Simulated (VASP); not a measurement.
# Au (P6_3/mmc) in VASP: notebook, part 2 of 2

VASP 6.6.1. Earlier steps stand in the parts before.

### 3 Single point, r2SCAN (strain +0.030 along x and y, +0.030 along z)

Input file POSCAR:

```
Au
1.0
    2.9869983627      0.0000000000      0.0000000000
   -1.4934991814      2.5868164632      0.0000000000
    0.0000000000      0.0000000000      5.0264000000
Au
2
Direct
    0.3333333333      0.6666666667      0.7500000000
    0.6666666667      0.3333333333      0.2500000000
```

Input file INCAR.step1:

```
SYSTEM = Au
PREC     = Accurate       ! precision mode
ENCUT    = 520            ! plane-wave cutoff, eV
ISMEAR   = 0              ! smearing method
SIGMA    = 0.15           ! smearing width, eV
LREAL    = .False.        ! projectors in reciprocal space
LASPH    = .True.         ! aspherical terms in the spheres
NELM     = 100            ! most SCF steps
NBANDS   = 18             ! bands
GGA      = PE             ! functional
ALGO     = Normal         ! electronic algorithm
EDIFF    = 1E-4           ! SCF threshold, eV
LWAVE    = .True.         ! write WAVECAR
LCHARG   = .False.        ! write CHGCAR
```

Input file INCAR.step2:

```
SYSTEM = Au
PREC     = Accurate       ! precision mode
ENCUT    = 520            ! plane-wave cutoff, eV
EDIFF    = 1E-7           ! SCF threshold, eV
ISMEAR   = 0              ! smearing method
SIGMA    = 0.15           ! smearing width, eV
LREAL    = .False.        ! projectors in reciprocal space
LASPH    = .True.         ! aspherical terms in the spheres
NELM     = 100            ! most SCF steps
ALGO     = Normal         ! electronic algorithm
ISIF     = 2              ! what is computed and relaxed
LWAVE    = .False.        ! write WAVECAR
LCHARG   = .True.         ! write CHGCAR
METAGGA  = R2SCAN         ! meta-GGA
LMIXTAU  = .True.       
LELF     = .True.         ! ELF
LVHAR    = .True.       
NBANDS   = 18             ! bands
ISTART   = 1
```

Input file KPOINTS:

```
Automatic mesh
0
Gamma
  18 18 10
  0 0 0
```

Potentials or basis: VASP PAW PBE potentials, release 64 (Au).

On the command line:

```sh
$ cat potpaw_PBE.64/Au/POTCAR > POTCAR
$ cp INCAR.step1 INCAR
$ mpirun -np 1 vasp_std > vasp.out
$ cp INCAR.step2 INCAR
$ mpirun -np 1 vasp_std > vasp.out
```

OUTCAR:

```text
SYSTEM = Au
   PREC = Accurate
   ENCUT = 520
   EDIFF = 1E-7
   ISMEAR = 0
   LREAL = .False.
   LASPH = .True.
   NELM = 100
   ISIF = 2
   METAGGA = R2SCAN
   ISTART = 1

 ion  position               nearest neighbor table
   1  0.333  0.667  0.750-   2 3.05   2 3.05   2 3.05   2 3.05   2 3.05   2 3.05
   2  0.667  0.333  0.250-   1 3.05   1 3.05   1 3.05   1 3.05   1 3.05   1 3.05

  LATTYP: Found a hexagonal cell.
 ALAT       =     2.9869983627
 C/A-ratio  =     1.6827595431

  Lattice vectors:

[... 694 lines left out ...]
------------------------ aborting loop because EDIFF is reached ----------------------------------------

  FORCE on cell =-STRESS in cart. coord.  units (eV):
  Direction    XX          YY          ZZ          XY          YZ          ZX
  --------------------------------------------------------------------------------------
  -------------------------------------------------------------------------------------
  Total       -2.7452646     -2.7452646     -2.5742173      0.0000000      0.0000000      0.0000000
  in kB     -113.2497222   -113.2497222   -106.1935500      0.0000000      0.0000000      0.0000000
  external PRESSURE =    -110.8976648 kB  Pullay stress =       0.0000000 kB

 VOLUME and BASIS-vectors are now :
 -----------------------------------------------------------------------------
  energy-cutoff  :      520.00
  volume of cell :       38.84
      direct lattice vectors                 reciprocal lattice vectors
     2.986998363  0.000000000  0.000000000     0.334784248  0.193287776  0.000000000
    -1.493499181  2.586816463  0.000000000     0.000000000  0.386575551  0.000000000
     0.000000000  0.000000000  5.026400000     0.000000000  0.000000000  0.198949546

 POSITION                                       TOTAL-FORCE (eV/Angst)
 -----------------------------------------------------------------------------------
     -0.00000      1.72454      3.76980        -0.000000      0.000000      0.000000
      1.49350      0.86227      1.25660         0.000000     -0.000000      0.000000
 -----------------------------------------------------------------------------------
    total drift:                               -0.000000      0.000000     -0.000000

  FREE ENERGIE OF THE ION-ELECTRON SYSTEM (eV)
  ---------------------------------------------------
  free  energy   TOTEN  =      -101.0393386769 eV

  energy  without entropy=     -101.0318688080  energy(sigma->0) =     -101.03560374
```

OUTCAR.step1:

```text
SYSTEM = Au
   PREC = Accurate
   ENCUT = 520
   ISMEAR = 0
   LREAL = .False.
   LASPH = .True.
[... 729 lines left out ...]
     -0.00000      1.72454      3.76980         0.000000     -0.000000      0.000000
      1.49350      0.86227      1.25660        -0.000000      0.000000      0.000000
 -----------------------------------------------------------------------------------
    total drift:                               -0.000000      0.000000     -0.000000

  FREE ENERGIE OF THE ION-ELECTRON SYSTEM (eV)
  ---------------------------------------------------
  free  energy   TOTEN  =        -6.3485907565 eV

  energy  without entropy=       -6.3401711312  energy(sigma->0) =       -6.34438094
```

OSZICAR.step1:

```text
N       E                     dE             d eps       ncg     rms          rms(c)
DAV:   1     0.120127315174E+03    0.12013E+03   -0.11535E+04  7992   0.117E+03
DAV:   2    -0.479469674906E+01   -0.12492E+03   -0.11876E+03  8566   0.252E+02
DAV:   3    -0.683993800414E+01   -0.20452E+01   -0.20318E+01  9362   0.321E+01
DAV:   4    -0.684917785726E+01   -0.92399E-02   -0.92387E-02  8860   0.230E+00
DAV:   5    -0.684926849617E+01   -0.90639E-04   -0.90639E-04  8942   0.245E-01    0.888E+00
DAV:   6    -0.637162782330E+01    0.47764E+00   -0.10200E+00  8318   0.901E+00    0.613E+00
DAV:   7    -0.635105783753E+01    0.20570E-01   -0.55581E-02  8712   0.206E+00    0.323E+00
DAV:   8    -0.634860417244E+01    0.24537E-02   -0.26995E-03  8438   0.380E-01    0.254E-01
DAV:   9    -0.634859075645E+01    0.13416E-04   -0.14393E-05  5000   0.309E-02
   1 F= -.63485908E+01 E0= -.63443809E+01  d E =-.841963E-02
```

Run time: 3 min. Hardware: 1 thread of Intel Xeon 6975P-C (Granite Rapids), shared host; peak memory 0.26 GiB.

What came out:

* Free energy: -101.0393 eV
* Pressure: -11.1 GPa
* Band gap on the k mesh: zero (bands 11 and 12 overlap by 6.45 eV)

Stress tensor (GPa, compression positive):
```
-11.32   0.00   0.00
  0.00 -11.32   0.00
  0.00   0.00 -10.62
```

Levels at points of the mesh, in eV from the Fermi level:
```csv
k point,band 8,band 9,band 10,band 11,band 12,band 13,band 14,band 15
"(0.00, 0.00, 0.00)",-3.36,-3.36,-2.25,-2.25,-0.34,2.13,15.45,16.32
"(0.50, 0.00, 0.00)",-2.07,-1.97,-1.83,0.47,1.36,5.71,6.73,7.22
"(0.00, 0.00, 0.50)",-4.21,-2.63,-2.63,-2.63,-2.63,10.22,10.22,15.67
"(0.50, 0.00, 0.50)",-2.34,-1.89,-1.89,0.92,0.92,3.47,3.47,13.21
```

Caveat: the cell differs from its parent crystal (strain +0.030 along x and y, +0.030 along z); the cell stands under tension; the PAW data sets were made with another functional, which shifts forces and pressure a little; spin-orbit coupling is left out, which moves the levels of the heavy elements.
